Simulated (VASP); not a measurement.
# InSe (R-3m) in VASP: single point with PBE

Aim: the single point of InSe with PBE.

Everything below comes from runs of VASP 6.6.1. Logs are shortened: lines on timing, memory, paths and dates and some standing lists are left out, and cuts for length are marked.

## (1) The cell of the first run

The structure is trigonal, space group R-3m (No. 166). The conventional cell has a = 4.128 Å, b = 4.128 Å, c = 21.935 Å, α = 90.00°, β = 90.00°, γ = 120.00°. Within 3.7 Å of In (site symmetry -3m) lie 6 Se at 2.85 Å. Within 4.2 Å of In (site symmetry -3m) lie 6 Se at 3.18 Å and 6 In at 4.13 Å. Se (site symmetry 3m) has 6 In at 2.85 to 3.18 Å within 3.7 Å.

## (2) Single point, PBE

INCAR

```
SYSTEM = InSe
  ALGO = Normal
  EDIFF = 1E-6
  ENCUT = 520
  GGA = PE
  ISIF = 2
  ISMEAR = 0
  LASPH = .True.
  LCHARG = .True.
  LELF = .True.
  LREAL = .False.
  LVHAR = .True.
  LWAVE = .False.
  NBANDS = 27
  NELM = 100
  PREC = Accurate
  SIGMA = 0.1
```

KPOINTS

```
k-points
0
Gamma
  12 12 12
  0 0 0
```

POSCAR

```
InSe
1.0
    2.0637986082      1.1915346820      7.3115680541
   -2.0637986082      1.1915346820      7.3115680541
    0.0000000000     -2.3830693639      7.3115680541
In Se
2 2
Direct
    0.5000000000      0.5000000000      0.5000000000
    0.0000000000      0.0000000000      0.0000000000
    0.7624503278      0.7624503278      0.7624503278
    0.2375496722      0.2375496722      0.2375496722
```

Potentials or basis: VASP PAW PBE potentials, release 64 (In_d, Se).

Started as:

```sh
> cat potpaw_PBE.64/In_d/POTCAR potpaw_PBE.64/Se/POTCAR > POTCAR
> mpirun -np 1 vasp_std > vasp.out
```

OUTCAR:

```text
SYSTEM = InSe
   EDIFF = 1E-6
   ENCUT = 520
   GGA = PE
   ISIF = 2
   ISMEAR = 0
   LASPH = .True.
   LREAL = .False.
   NELM = 100
   PREC = Accurate

 ion  position               nearest neighbor table
   1  0.500  0.500  0.500-   4 2.85   3 2.85   4 2.85   4 2.85   3 2.85   3 2.85
   2  0.000  0.000  0.000-   3 3.18   4 3.18   3 3.18   3 3.18   4 3.18   4 3.18
   3  0.762  0.762  0.762-   1 2.85   1 2.85   1 2.85   2 3.18   2 3.18   2 3.18
   4  0.238  0.238  0.238-   1 2.85   1 2.85   1 2.85   2 3.18   2 3.18   2 3.18

  LATTYP: Found a trigonal (rhomboedric) cell.
 ALAT       =     7.6901265922
 COS(alpha) =     0.8559551791

  Lattice vectors:

 A1 = (   2.0637986082,   1.1915346820,   7.3115680541)
 A2 = (  -2.0637986082,   1.1915346820,   7.3115680541)
 A3 = (   0.0000000000,  -2.3830693639,   7.3115680541)

Analysis of symmetry for initial positions (statically):
=====================================================================
 Subroutine PRICEL returns:
 Original cell was already a primitive cell.

 Routine SETGRP: Setting up the symmetry group for a
 trigonal (rhombohedral) supercell.

 Subroutine GETGRP returns: Found 12 space group operations
 (whereof 12 operations were pure point group operations)
 out of a pool of 12 trial point group operations.

The static configuration has the point symmetry D_3d.

Analysis of symmetry for dynamics (positions and initial velocities):
=====================================================================
 Subroutine PRICEL returns:
 Original cell was already a primitive cell.

 Routine SETGRP: Setting up the symmetry group for a
 trigonal (rhombohedral) supercell.

 Subroutine GETGRP returns: Found 12 space group operations
 (whereof 12 operations were pure point group operations)
 out of a pool of 12 trial point group operations.

The dynamic configuration has the point symmetry D_3d.

 Subroutine INISYM returns: Found 12 space group operations
 (whereof 12 operations are pure point group operations),
 and found     1 'primitive' translations

----------------------------------------------------------------------------------------

                                     Primitive cell

  volume of cell :     107.8787

  direct lattice vectors                    reciprocal lattice vectors
     2.063798608  1.191534682  7.311568054     0.242271701  0.139875632  0.045589856
    -2.063798608  1.191534682  7.311568054    -0.242271701  0.139875632  0.045589856
     0.000000000 -2.383069364  7.311568054     0.000000000 -0.279751264  0.045589856

  length of vectors
     7.690126592  7.690126592  7.690126592     0.283441713  0.283441713  0.283441713

  position of ions in fractional coordinates (direct lattice)
     0.500000000  0.500000000  0.500000000
     0.000000000  0.000000000  0.000000000
     0.762450328  0.762450328  0.762450328
     0.237549672  0.237549672  0.237549672

  ion indices of the primitive-cell ions
   primitive index   ion index
                 1           1
                 2           2
                 3           3
                 4           4

----------------------------------------------------------------------------------------

 KPOINTS: k-points

Automatic generation of k-mesh.
 Grid dimensions read from file:
 generate k-points for:   12   12   12

 Generating k-lattice:

  Cartesian coordinates                     Fractional coordinates (reciprocal lattice)
     0.020189308  0.011656303  0.003799155     0.083333333  0.000000000  0.000000000
    -0.020189308  0.011656303  0.003799155     0.000000000  0.083333333  0.000000000
     0.000000000 -0.023312605  0.003799155     0.000000000  0.000000000  0.083333333

  Length of vectors
     0.023620143  0.023620143  0.023620143

  Shift w.r.t. Gamma in fractional coordinates (k-lattice)
     0.000000000  0.000000000  0.000000000

 Subroutine IBZKPT returns following result:
 ===========================================

 Found    189 irreducible k-points:

 Following reciprocal coordinates:
            Coordinates               Weight
  0.000000  0.000000  0.000000      1.000000
  0.083333 -0.000000 -0.000000      6.000000
  0.166667 -0.000000 -0.000000      6.000000
  0.250000  0.000000 -0.000000      6.000000
  0.333333 -0.000000  0.000000      6.000000
  0.416667 -0.000000  0.000000      6.000000
[... 16 lines left out ...]
  0.500000  0.166667 -0.000000     12.000000
 -0.416667  0.166667  0.000000     12.000000
 [... further k-points ...]
   k-points           NKPTS =    189   k-points in BZ     NKDIM =    189   number of bands    NBANDS=     27
   number of dos      NEDOS =    301   number of ions     NIONS =      4
   total plane-waves  NPLWV = 216000
   dimension x,y,z NGX =    60 NGY =   60 NGZ =   60
   dimension x,y,z NGXF=   120 NGYF=  120 NGZF=  120
   ions per type =               2   2
   NGX,Y,Z   is equivalent  to a cutoff of  12.97, 12.97, 12.97 a.u.
   NGXF,Y,Z  is equivalent  to a cutoff of  25.94, 25.94, 25.94 a.u.
 SYSTEM =  InSe
   PREC   = accura    normal or accurate (medium, high low for compatibility)
   ISTART =      0    job   : 0-new  1-cont  2-samecut
   ICHARG =      2    charge: 1-file 2-atom 10-const
   ISPIN  =      1    spin polarized calculation?
   LNONCOLLINEAR =      F non collinear calculations
   LSORBIT =      F    spin-orbit coupling
   LASPH  =      T    aspherical Exc in radial PAW
   ENCUT  =  520.0 eV  38.22 Ry    6.18 a.u.  14.30 14.30 14.30*2*pi/ulx,y,z
   NELM   =    100;   NELMIN=  2; NELMDL= -5     # of ELM steps
   EDIFF  = 0.1E-05   stopping-criterion for ELM
   LREAL  =      F    real-space projection
   EDIFFG = 0.1E-04   stopping-criterion for IOM
   NSW    =      0    number of steps for IOM
   IBRION =     -1    ionic relax: 0-MD 1-quasi-New 2-CG
   NFREE  =      0    steps in history (QN), initial steepest desc. (CG)
   ISIF   =      2    stress and relaxation
   ISYM   =      2    0-nonsym 1-usesym 2-fastsym
   POTIM  = 0.5000    time-step for ionic-motion
   TEBEG  =    0.0;   TEEND  =   0.0 temperature during run
   PSTRESS=    0.0 pullay stress
   NELECT =      38.0000    total number of electrons
   NUPDOWN=      -1.0000    fix difference up-down
   EMIN   =  10.00;   EMAX   =-10.00  energy-range for DOS
   EFERMI =   0.00;   METHOD = LEGACY
   ISMEAR =     0;   SIGMA  =   0.10  broadening in eV -4-tet -1-fermi 0-gaus
   EFERMI_NEDOS =   21; number of points for ismear=-14 and -15
   IALGO  =     38    algorithm
   IMIX   =      4    mixing-type and parameters
     AMIX     =   0.40;   BMIX     =  1.00
     AMIX_MAG =   1.60;   BMIX_MAG =  1.00
  volume/ion in A,a.u.               =      26.97       182.00
  Fermi-wavevector in a.u.,A,eV,Ry     =   1.156176  2.184857 18.187505  1.336744
  Thomas-Fermi vector in A             =   2.292799
   LORBIT       =      0    0 simple, 1 ext, 2 COOP (PROOUT), +10 PAW based schemes
   GGA     = PE    functional components
   LHFCALC =     F    Hartree Fock is set to
   AEXX    =    0.0000 exact exchange contribution
   IVDW    =     0    specifies the selected vdW correction
   LEPSILON=     F    determine dielectric tensor
   LRPA    =     F    only Hartree local field effects (RPA)
 non-spin polarized calculation
 Gauss-broadening in eV      SIGMA  =   0.10
  energy-cutoff  :      520.00
  volume of cell :      107.88
 maximum number of plane-waves:      2962
 NGX is ok and might be reduce to    60
   NGX = 29   NGY = 29   NGZ = 29

 number of electron      37.9999994 magnetization

 Free energy of the ion-electron system (eV)
  ---------------------------------------------------
  ext. energy  EPLUGINS =         0.00000000
  ---------------------------------------------------
  free energy    TOTEN  =       -13.87919727 eV

  energy without entropy =      -13.87667021  energy(sigma->0) =      -13.87793374

 E-fermi :   5.1660     XC(G=0):  -9.4689

 val. band max:        5.1274904277   @ k =  -0.4167   0.0833   0.0000
 cond. band min:       5.1675540701   @ k =   0.5000   0.5000   0.3333
 fundamental gap:      0.0400636424
 Fermi energy:         5.1659793328

 k-point     1 :       0.0000    0.0000    0.0000
  band No.  band energies     occupation
      1      -9.7322      2.00000
      2      -9.7322      2.00000
      3      -9.6989      2.00000
      4      -9.6591      2.00000
      5      -9.6591      2.00000
      6      -9.2220      2.00000
[... 19 lines left out ...]
     26      11.3719      0.00000
     27      11.6054      0.00000

 k-point     2 :       0.0833   -0.0000   -0.0000
  band No.  band energies     occupation
      1      -9.7513      2.00000
      2      -9.7297      2.00000
      3      -9.6954      2.00000
      4      -9.6617      2.00000
      5      -9.6583      2.00000
      6      -9.2245      2.00000
[... 19 lines left out ...]
     26      11.0534      0.00000
     27      11.6027      0.00000

 k-point     3 :       0.1667   -0.0000   -0.0000
  band No.  band energies     occupation
      1      -9.8033      2.00000
      2      -9.7237      2.00000
      3      -9.6870      2.00000
      4      -9.6657      2.00000
      5      -9.6549      2.00000
      6      -9.2343      2.00000
[... 19 lines left out ...]
     26      10.6325      0.00000
     27      11.2199      0.00000

 k-point     4 :       0.2500    0.0000   -0.0000
  band No.  band energies     occupation
      1      -9.8696      2.00000
      2      -9.7180      2.00000
      3      -9.6820      2.00000
      4      -9.6638      2.00000
      5      -9.6478      2.00000
      6      -9.2544      2.00000
[... 19 lines left out ...]
     26      10.5221      0.00000
     27      11.1250      0.00000
[... 516 lines left out ...]
      4      -9.6616      2.00000
      5      -9.6366      2.00000
      6      -9.2666      2.00000
[... 19 lines left out ...]
     26      11.0618      0.00000
     27      11.9522      0.00000

 k-point    23 :       0.5000    0.1667   -0.0000
  band No.  band energies     occupation
      1      -9.9427      2.00000
      2      -9.7699      2.00000
      3      -9.6772      2.00000
      4      -9.6516      2.00000
      5      -9.6352      2.00000
      6      -9.2773      2.00000
[... 19 lines left out ...]
     26      11.1113      0.00000
     27      12.1509      0.00000

 k-point    24 :      -0.4167    0.1667    0.0000
  band No.  band energies     occupation
      1      -9.9523      2.00000
      2      -9.7735      2.00000
      3      -9.6781      2.00000
      4      -9.6457      2.00000
      5      -9.6369      2.00000
      6      -9.2784      2.00000
[... 19 lines left out ...]
     26      11.2530      0.00000
     27      12.2650      0.00000

 [... further k-points ...]
[... 5 lines left out ...]
  --------------------------------------------------------------------------------------
  -------------------------------------------------------------------------------------
  Total        0.0211993      0.0211993      0.0108307      0.0000000      0.0000000      0.0000000
  in kB        0.3148454      0.3148454      0.1608544      0.0000000      0.0000000      0.0000000
  external PRESSURE =       0.2635151 kB  Pullay stress =       0.0000000 kB

 VOLUME and BASIS-vectors are now :
 -----------------------------------------------------------------------------
  energy-cutoff  :      520.00
  volume of cell :      107.88
      direct lattice vectors                 reciprocal lattice vectors
     2.063798608  1.191534682  7.311568054     0.242271701  0.139875632  0.045589856
    -2.063798608  1.191534682  7.311568054    -0.242271701  0.139875632  0.045589856
     0.000000000 -2.383069364  7.311568054     0.000000000 -0.279751264  0.045589856

 POSITION                                       TOTAL-FORCE (eV/Angst)
 -----------------------------------------------------------------------------------
      0.00000      0.00000     10.96735        -0.000000      0.000000      0.000000
      0.00000      0.00000      0.00000         0.000000      0.000000      0.000000
      0.00000      0.00000     16.72412        -0.000000     -0.000000     -0.012936
      0.00000      0.00000      5.21058        -0.000000      0.000000      0.012936
 -----------------------------------------------------------------------------------
    total drift:                               -0.000000      0.000000      0.000000

  FREE ENERGIE OF THE ION-ELECTRON SYSTEM (eV)
  ---------------------------------------------------
  free  energy   TOTEN  =       -13.8791972704 eV

  energy  without entropy=      -13.8766702121  energy(sigma->0) =      -13.87793374
```

Run time: 21 min. Hardware: 1 thread of Intel Xeon Platinum 8259CL at 2.50GHz (Skylake/Cascade Lake), shared host; peak memory 0.81 GiB.

What came out:

- Free energy: -13.8792 eV
- Pressure: 0.0 GPa
- Largest force: 0.013 eV/Å
- Band gap on the k mesh: zero (band 19 reaches 5.45 eV, above the bottom of band 20 at 4.68 eV)

Forces in eV/Å, atoms in the order of the input:
```
In   0.000  0.000  0.000
In   0.000  0.000  0.000
Se   0.000  0.000 -0.013
Se   0.000  0.000  0.013
```

Caveat: spin-orbit coupling is left out, which moves the levels of the heavy elements.
